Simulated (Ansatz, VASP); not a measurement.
# One calculation of Si3N4, two programs

```
CELL_PARAMETERS angstrom
7.83383 0.00000 0.00000
-3.91692 6.78430 0.00000
0.00000 0.00000 2.87690
ATOMIC_POSITIONS crystal
Si 0.22864 0.82139 0.75000
Si 0.40725 0.22864 0.25000
Si 0.82139 0.59275 0.25000
Si 0.17861 0.40725 0.75000
Si 0.59275 0.77136 0.75000
Si 0.77136 0.17861 0.25000
N 0.33333 0.66667 0.75000
N 0.66667 0.33333 0.25000
N 0.96832 0.66907 0.75000
N 0.29925 0.96832 0.25000
N 0.66907 0.70075 0.25000
N 0.33093 0.29925 0.75000
N 0.03168 0.33093 0.25000
N 0.70075 0.03168 0.75000
```

Change from the starting cell: epitaxial_xy strain +3.0%.

Alike in both runs: task single point; functional r2SCAN; k mesh 6 × 6 × 8; no spin polarisation.

```csv
,VASP,Ansatz
version,VASP 6.6.1,Ansatz 0.2.0
potentials or method,"VASP PAW PBE potentials, release 64 (Si, N)","plane waves, PAW"
plane-wave cutoff (eV),520,500
occupations,"gaussian, width 0.01 eV",fixed
valence electrons in the cell,64,64
```

VASP gave:

- gap on the k mesh at the Fermi level (eV): 4.76
- pressure (GPa): -11.1
- traceless stress, the component that is largest in VASP (GPa): 11.00

Q: Which values does Ansatz return?

A: gap on the k mesh at the Fermi level (eV): 4.75; pressure (GPa): -11.0; traceless stress, the component that is largest in VASP (GPa): 10.94.

VASP's potentials were made for PBE, not for r2SCAN.
